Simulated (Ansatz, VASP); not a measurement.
# NaTa3O3 in VASP and in Ansatz

```
CELL_PARAMETERS angstrom
2.53955 -1.48578 -0.00065
2.53955 1.48578 -0.00065
-0.76012 0.00000 11.93319
ATOMIC_POSITIONS crystal
Na 0.97069 0.97069 0.99297
Ta 0.56067 0.56067 0.44898
Ta 0.93033 0.93033 0.73803
Ta 0.01723 0.01723 0.24440
O 0.57865 0.57865 0.62971
O 0.61333 0.61333 0.84934
O 0.32748 0.32748 0.13058
```

Change from the starting cell: the structure that the rattled cell fell into.

Alike in both runs: functional PBE; k mesh 12 × 12 × 4; occupations gaussian, width 0.1 eV; no spin polarisation.

Ansatz relaxed the structure, and its values are those at the end. VASP's run is a single point on that final structure, the one shown.

|  | VASP | Ansatz |
| --- | --- | --- |
| version | VASP 6.6.1 | Ansatz 0.2.0 |
| potentials or method | VASP PAW PBE potentials, release 64 (Na_pv, Ta_pv, O), cutoff 520 eV | scalar-relativistic, plane waves, PAW |
| valence electrons in the cell | 58 | 66 |

|  | VASP | Ansatz | Ansatz less VASP |
| --- | --- | --- | --- |
| gap on the k mesh at the Fermi level (eV) | none | none | - |
| pressure (GPa) | 0.4 | 0.0 | -0.39 |
| rms of the force components (eV/Å) | 0.022 | 0.003 | -0.0187 |

A gap of «none» marks a metal or a gap that the smearing closes. VASP's potentials hold 58 valence electrons a cell and Ansatz's 66, so a difference there can come from the potentials and not from the codes.

Neither program's run includes spin-orbit coupling.
